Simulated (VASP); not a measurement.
# SiO2 (I-42d) in VASP: notebook, part 3 of 3

VASP 6.6.1. The steps go on from the part before.

### Step 6. Single point, r2SCAN

This run uses another cell than the first one, of 14.91 Å³/atom.

POSCAR

```
SiO2
1.0
   -2.4733308990      2.4733308990      3.6563637095
    2.4733308990     -2.4733308990      3.6563637095
    2.4733308990      2.4733308990     -3.6563637095
Si O
2 4
Direct
    0.0000000000      0.0000000000      0.0000000000
    0.7500000000      0.2500000000      0.5000000000
    0.9731417547      0.6250000000      0.8481417547
    0.3750000000      0.2231417547      0.3481417547
    0.7768582453      0.1250000000      0.1518582453
    0.8750000000      0.0268582453      0.6518582453
```

INCAR.step1

```
SYSTEM = SiO2
PREC = Accurate
ENCUT = 660
ISMEAR = 0
SIGMA = 0.02
LREAL = .False.
LASPH = .True.
NELM = 120
NBANDS = 25
GGA = PE
ALGO = Normal
EDIFF = 1E-5
LWAVE = .True.
LCHARG = .False.
GGA_COMPAT = .False.
```

INCAR.step2

```
SYSTEM = SiO2
PREC = Accurate
ENCUT = 660
EDIFF = 1E-6
ISMEAR = 0
SIGMA = 0.02
LREAL = .False.
LASPH = .True.
NELM = 120
ALGO = Normal
ISIF = 2
LWAVE = .False.
LCHARG = .False.
METAGGA = R2SCAN
LMIXTAU = .True.
NBANDS = 25
ISTART = 1
GGA_COMPAT = .False.
```

KPOINTS

```
Automatic mesh
0
Gamma
  8 8 8
  0 0 0
```

Potentials or basis: VASP PAW PBE potentials, release 64 (Si, O).

Started as:

```sh
$ cat potpaw_PBE.64/Si/POTCAR potpaw_PBE.64/O/POTCAR > POTCAR
$ cp INCAR.step1 INCAR
$ mpirun -np 1 vasp_std > vasp.out
$ cp INCAR.step2 INCAR
$ mpirun -np 1 vasp_std > vasp.out
```

OUTCAR:

```text
SYSTEM = SiO2
   PREC = Accurate
   ENCUT = 660
   EDIFF = 1E-6
   ISMEAR = 0
   LREAL = .False.
   LASPH = .True.
   NELM = 120
   ISIF = 2
   METAGGA = R2SCAN
   ISTART = 1

 ion  position               nearest neighbor table
   1  0.000  0.000  0.000-   3 1.61   5 1.61   6 1.61   4 1.61   2 3.08   2 3.08   2 3.08   2 3.08

   2  0.750  0.250  0.500-   4 1.61   5 1.61   6 1.61   3 1.61   1 3.08   1 3.08   1 3.08   1 3.08

   3  0.973  0.625  0.848-   1 1.61   2 1.61
   4  0.375  0.223  0.348-   2 1.61   1 1.61
   5  0.777  0.125  0.152-   1 1.61   2 1.61
   6  0.875  0.027  0.652-   1 1.61   2 1.61

  LATTYP: Found a body centered tetragonal cell.
 ALAT       =     4.9466617980
 C/A-ratio  =     1.4783156233

  Lattice vectors:

 A1 = (  -2.4733308990,   2.4733308990,   3.6563637095)
 A2 = (   2.4733308990,  -2.4733308990,   3.6563637095)
 A3 = (   2.4733308990,   2.4733308990,  -3.6563637095)

Analysis of symmetry for initial positions (statically):
=====================================================================
 Subroutine PRICEL returns:
 Original cell was already a primitive cell.

 Routine SETGRP: Setting up the symmetry group for a
 body centered tetragonal supercell.

 Subroutine GETGRP returns: Found  8 space group operations
 (whereof  4 operations were pure point group operations)
 out of a pool of 16 trial point group operations.

The static configuration has the point symmetry S_4 .
 The point group associated with its full space group is D_2d.

Analysis of symmetry for dynamics (positions and initial velocities):
=====================================================================
 Subroutine PRICEL returns:
 Original cell was already a primitive cell.

 Routine SETGRP: Setting up the symmetry group for a
 body centered tetragonal supercell.

 Subroutine GETGRP returns: Found  8 space group operations
 (whereof  4 operations were pure point group operations)
 out of a pool of 16 trial point group operations.

The dynamic configuration has the point symmetry S_4 .
 The point group associated with its full space group is D_2d.

 Subroutine INISYM returns: Found  8 space group operations
 (whereof  4 operations are pure point group operations),
 and found     1 'primitive' translations

----------------------------------------------------------------------------------------

                                     Primitive cell

  volume of cell :      89.4693

  direct lattice vectors                    reciprocal lattice vectors
    -2.473330899  2.473330899  3.656363709     0.000000000  0.202156533  0.136747884
     2.473330899 -2.473330899  3.656363709     0.202156533  0.000000000  0.136747884
     2.473330899  2.473330899 -3.656363709     0.202156533  0.202156533  0.000000000

  length of vectors
     5.060012554  5.060012554  5.060012554     0.244064024  0.244064024  0.285892511

  position of ions in fractional coordinates (direct lattice)
     0.000000000  0.000000000  0.000000000
     0.750000000  0.250000000  0.500000000
     0.973141755  0.625000000  0.848141755
     0.375000000  0.223141755  0.348141755
     0.776858245  0.125000000  0.151858245
     0.875000000  0.026858245  0.651858245

  ion indices of the primitive-cell ions
   primitive index   ion index
                 1           1
[... 26 lines left out ...]

 Subroutine IBZKPT returns following result:
 ===========================================

 Found     59 irreducible k-points:

 Following reciprocal coordinates:
            Coordinates               Weight
  0.000000  0.000000  0.000000      1.000000
  0.125000 -0.000000  0.000000      8.000000
  0.250000 -0.000000  0.000000      8.000000
  0.375000 -0.000000  0.000000      8.000000
  0.500000 -0.000000  0.000000      4.000000
  0.125000  0.125000  0.000000      8.000000
[... 16 lines left out ...]
  0.250000  0.125000  0.125000     16.000000
  0.375000  0.125000  0.125000      8.000000
 [... further k-points ...]
   k-points           NKPTS =     59   k-points in BZ     NKDIM =     59   number of bands    NBANDS=     25
   number of dos      NEDOS =    301   number of ions     NIONS =      6
   total plane-waves  NPLWV =  74088
   dimension x,y,z NGX =    42 NGY =   42 NGZ =   42
   dimension x,y,z NGXF=    84 NGYF=   84 NGZF=   84
   ions per type =               2   4
   NGX,Y,Z   is equivalent  to a cutoff of  13.80, 13.80, 13.80 a.u.
   NGXF,Y,Z  is equivalent  to a cutoff of  27.60, 27.60, 27.60 a.u.
 SYSTEM =  SiO2
   PREC   = accura    normal or accurate (medium, high low for compatibility)
   ISTART =      1    job   : 0-new  1-cont  2-samecut
   ICHARG =      0    charge: 1-file 2-atom 10-const
   ISPIN  =      1    spin polarized calculation?
   LNONCOLLINEAR =      F non collinear calculations
   LSORBIT =      F    spin-orbit coupling
   LASPH  =      T    aspherical Exc in radial PAW
   ENCUT  =  660.0 eV  48.51 Ry    6.96 a.u.  10.60 10.60 10.60*2*pi/ulx,y,z
   NELM   =    120;   NELMIN=  2; NELMDL=  0     # of ELM steps
   EDIFF  = 0.1E-05   stopping-criterion for ELM
   LREAL  =      F    real-space projection
   EDIFFG = 0.1E-04   stopping-criterion for IOM
   NSW    =      0    number of steps for IOM
   IBRION =     -1    ionic relax: 0-MD 1-quasi-New 2-CG
   NFREE  =      0    steps in history (QN), initial steepest desc. (CG)
   ISIF   =      2    stress and relaxation
   ISYM   =      2    0-nonsym 1-usesym 2-fastsym
   POTIM  = 0.5000    time-step for ionic-motion
   TEBEG  =    0.0;   TEEND  =   0.0 temperature during run
   PSTRESS=    0.0 pullay stress
   NELECT =      32.0000    total number of electrons
   NUPDOWN=      -1.0000    fix difference up-down
   EMIN   =  10.00;   EMAX   =-10.00  energy-range for DOS
   EFERMI =   0.00;   METHOD = LEGACY
   ISMEAR =     0;   SIGMA  =   0.02  broadening in eV -4-tet -1-fermi 0-gaus
   EFERMI_NEDOS =   21; number of points for ismear=-14 and -15
   IALGO  =     38    algorithm
   IMIX   =      4    mixing-type and parameters
     AMIX     =   0.40;   BMIX     =  1.00
     AMIX_MAG =   1.60;   BMIX_MAG =  1.00
  volume/ion in A,a.u.               =      14.91       100.63
  Fermi-wavevector in a.u.,A,eV,Ry     =   1.162073  2.196000 18.373505  1.350415
  Thomas-Fermi vector in A             =   2.298638
   LORBIT       =      0    0 simple, 1 ext, 2 COOP (PROOUT), +10 PAW based schemes
   METAGGA = R2SCAN    functional components
   LHFCALC =     F    Hartree Fock is set to
   AEXX    =    0.0000 exact exchange contribution
   IVDW    =     0    specifies the selected vdW correction
   LEPSILON=     F    determine dielectric tensor
   LRPA    =     F    only Hartree local field effects (RPA)
 non-spin polarized calculation
 Gauss-broadening in eV      SIGMA  =   0.02
  energy-cutoff  :      660.00
  volume of cell :       89.47
 maximum number of plane-waves:      3476
   NGX = 21   NGY = 21   NGZ = 21

 number of electron      32.0000005 magnetization

 Free energy of the ion-electron system (eV)
  ---------------------------------------------------
  ext. energy  EPLUGINS =         0.00000000
  ---------------------------------------------------
  free energy    TOTEN  =       -59.62003054 eV

  energy without entropy =      -59.62003054  energy(sigma->0) =      -59.62003054

 E-fermi :  -0.7394     XC(G=0):  -8.6109

 val. band max:       -0.8672456936   @ k =   0.0000   0.0000   0.0000
 cond. band min:       5.6904642576   @ k =   0.0000   0.0000   0.0000
 fundamental gap:      6.5577099512
 Fermi energy:        -0.7393588408

 k-point     1 :       0.0000    0.0000    0.0000
  band No.  band energies     occupation
      1     -21.0643      2.00000
      2     -19.0175      2.00000
      3     -19.0175      2.00000
      4     -18.9590      2.00000
      5     -10.1586      2.00000
      6      -6.4706      2.00000
[... 661 lines left out ...]
     24      13.3211      0.00000
     25      13.7442      0.00000

 [... further k-points ...]
[... 5 lines left out ...]
  --------------------------------------------------------------------------------------
  -------------------------------------------------------------------------------------
  Total       -0.0744358     -0.0744358     -0.0440465      0.0000000      0.0000000      0.0000000
  in kB       -1.3329648     -1.3329648     -0.7887667      0.0000000      0.0000000      0.0000000
  external PRESSURE =      -1.1515655 kB  Pullay stress =       0.0000000 kB

 VOLUME and BASIS-vectors are now :
 -----------------------------------------------------------------------------
  energy-cutoff  :      660.00
  volume of cell :       89.47
      direct lattice vectors                 reciprocal lattice vectors
    -2.473330899  2.473330899  3.656363709     0.000000000  0.202156533  0.136747884
     2.473330899 -2.473330899  3.656363709     0.202156533  0.000000000  0.136747884
     2.473330899  2.473330899 -3.656363709     0.202156533  0.202156533  0.000000000

 POSITION                                       TOTAL-FORCE (eV/Angst)
 -----------------------------------------------------------------------------------
      0.00000      0.00000      0.00000        -0.000000      0.000000      0.000000
      0.00000      2.47333      1.82818         0.000000      0.000000     -0.000000
      1.23667      2.95880      2.74227         0.000000     -0.007506      0.000000
      0.48547      1.23667      0.91409        -0.007506      0.000000      0.000000
     -1.23667      1.98786      2.74227        -0.000000      0.007506      0.000000
     -0.48547      3.71000      0.91409         0.007506      0.000000      0.000000
 -----------------------------------------------------------------------------------
    total drift:                                0.000000      0.000000     -0.000001

  FREE ENERGIE OF THE ION-ELECTRON SYSTEM (eV)
  ---------------------------------------------------
  free  energy   TOTEN  =       -59.6200305431 eV

  energy  without entropy=      -59.6200305431  energy(sigma->0) =      -59.62003054
```

Wall time 8.5 min (1 thread of AMD EPYC 7R13 (Zen 3), shared host); peak memory 0.33 GiB.

What came out:

| Property | Result |
| --- | --- |
| Free energy | -59.6200 eV |
| Pressure | -0.1 GPa |
| Largest force | 0.008 eV/Å |
| Band gap on the k mesh | 6.56 eV |

Forces on the atoms (eV/Å):
```
Si   0.000  0.000  0.000
Si   0.000  0.000  0.000
O    0.000 -0.008  0.000
O   -0.008  0.000  0.000
O    0.000  0.008  0.000
O    0.008  0.000  0.000
```

Caveat: the PAW data sets were made with another functional, which shifts forces and pressure a little. A k mesh can miss the band edges.

### Step 7. Summary

| level | potentials or basis | cell | cutoff (eV) | gap on the mesh (eV) | pressure (GPa) | largest force (eV/Å) |
| --- | --- | --- | --- | --- | --- | --- |
| LDA | VASP PAW LDA potentials, release 64 (Si, O) | a = 5.040 Å, angles 121.5, 121.5, 87.4°, 6 atoms, atomic positions A | 600 | 5.77 | 0.3 | 0.02 |
| LDA | VASP PAW LDA potentials, release 64 (Si, O) | a = 5.036 Å, angles 121.5, 121.5, 87.4°, 6 atoms, atomic positions A | 600 | 5.77 | 0.3 | 0.02 |
| PBEsol | VASP PAW PBE potentials, release 64 (Si, O) | a = 5.085 Å, angles 121.4, 121.4, 87.6°, 6 atoms, atomic positions B | 600 | 5.82 | 0.3 | 0.02 |
| PBE | VASP PAW PBE potentials, release 64 (Si, O) | a = 5.123 Å, angles 121.2, 121.2, 87.9°, 6 atoms, atomic positions C | 600 | 5.73 | -0.1 | 0.01 |
| r2SCAN | VASP PAW PBE potentials, release 64 (Si, O) | a = 5.060 Å, angles 121.5, 121.5, 87.5°, 6 atoms, atomic positions A | 660 | 6.56 | -0.1 | 0.01 |

Alike in all rows: task single point; no spin polarisation; k mesh 8 × 8 × 8; smearing gaussian 0.02 eV.

Caveats: the PAW data sets were made with another functional, which shifts forces and pressure a little (at least some runs).

Total energies depend on the potentials used, so only differences within one code and one set of settings carry meaning.
